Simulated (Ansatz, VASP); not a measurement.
**Two plane-wave programs on OsPdC4N4**

```
CELL_PARAMETERS angstrom
5.87739 0.00000 0.00000
0.00000 5.87739 0.00000
0.00000 0.00000 5.87739
ATOMIC_POSITIONS crystal
Pd 0.00000 0.00000 0.00000
Os 0.50000 0.50000 0.50000
C 0.19649 0.19649 0.19649
C 0.19649 0.80351 0.80351
C 0.80351 0.19649 0.80351
C 0.80351 0.80351 0.19649
N 0.31422 0.31422 0.31422
N 0.31422 0.68578 0.68578
N 0.68578 0.31422 0.68578
N 0.68578 0.68578 0.31422
```

Alike in both runs: functional PBE; k mesh 4 × 4 × 4; occupations gaussian, width 0.1 eV; collinear spin.

Ansatz relaxed the structure, and its values are those at the end. VASP's run is a single point on that final structure, the one shown.

```csv
,VASP,Ansatz
version,VASP 6.6.1,Ansatz 0.2.0
potentials or method,"VASP PAW PBE potentials, release 64 (Pd, Os, C, N), cutoff 520 eV","scalar-relativistic, plane waves, PAW"
valence electrons in the cell,54,70
```

Ansatz gave:

| Quantity | Value |
| --- | --- |
| gap on the k mesh at the Fermi level (eV) | 0.41 |
| least direct gap on the mesh (eV) | 0.58 |
| pressure (GPa) | -0.1 |
| rms of the force components (eV/Å) | 0.020 |
| net moment per atom (μB) | 0.00 |

Task: Which values does VASP return?

Result: gap on the k mesh at the Fermi level (eV): 0.40; least direct gap on the mesh (eV): 0.57; pressure (GPa): 0.5; rms of the force components (eV/Å): 0.065; net moment per atom (μB): 0.00.

The functional is the same, so the differences come from potentials, cutoffs and numerics. VASP's potentials hold 54 valence electrons a cell and Ansatz's 70, so a difference there can come from the potentials and not from the codes. Ansatz's warnings: seeded moment not kept.

Spin-orbit coupling is off throughout. Noted on VASP's run: the standard files for N, O and F lose accuracy on very short bonds.
